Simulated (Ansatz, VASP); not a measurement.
**F in VASP and in Ansatz**

File INCAR:

```
PREC     = Accurate       # precision mode
ENCUT    = 520            # plane-wave cutoff, eV
EDIFF    = 1E-7           # SCF threshold, eV
ISMEAR   = -1             # smearing method
SIGMA    = 0.05           # smearing width, eV
LREAL    = F              # projectors in reciprocal space
LASPH    = T              # aspherical terms in the spheres
NELM     = 80             # most SCF steps
ALGO     = Normal         # electronic algorithm
ISIF     = 2              # what is computed and relaxed
LWAVE    = F              # write WAVECAR
LCHARG   = F              # write CHGCAR
GGA      = PE             # functional
NBANDS   = 14             # bands
```

File KPOINTS:

```
Automatic mesh
0
Gamma
  16 16 16
```

Contents of POSCAR:

```
F
1.0
    0.0000000000      2.4207238285      2.4207238285
    2.4207238285      0.0000000000      2.4207238285
    2.4207238285      2.4207238285      0.0000000000
F
2
Direct
    0.0000000000      0.0000000000      0.0000000000
    0.2500000000      0.2500000000      0.2500000000
```

Input for Ansatz:

```yaml
crystal:
  lattice:
    - [0.0, 2.4207238285, 2.4207238285]
    - [2.4207238285, 0.0, 2.4207238285]
    - [2.4207238285, 2.4207238285, 0.0]
  atoms:
    - { symbol: F, position: [0.0, 0.0, 0.0] }
    - { symbol: F, position: [0.25, 0.25, 0.25] }
kpoints:
  mp_grid: { grid: [16, 16, 16] }
scf:
  occupations: { method: fermi_dirac, width: 0.05 }
hamiltonian:
  xc: pbe
  pseudopotentials: { kind: all_electron, lapw: { basis_error: 0.0005 } }
output:
  forces: true
  stress: true
  eigenvalues: true
```

Change from the starting cell: volume scaled by 0.98.

Alike in both runs: task single point; functional PBE; k mesh 16 × 16 × 16; occupations fermi-dirac, width 0.05 eV; no spin polarisation.

```csv
,VASP,Ansatz
version,VASP 6.6.1,Ansatz 0.2.0
potentials or method,"VASP PAW PBE potentials, release 64 (F), cutoff 520 eV","all-electron LAPW, scalar-relativistic"
```

|  | VASP | Ansatz | Ansatz less VASP |
| --- | --- | --- | --- |
| pressure (GPa) | 0.3 | 0.8 | +0.52 |

Ansatz ran all-electron here, and VASP with PAW potentials.
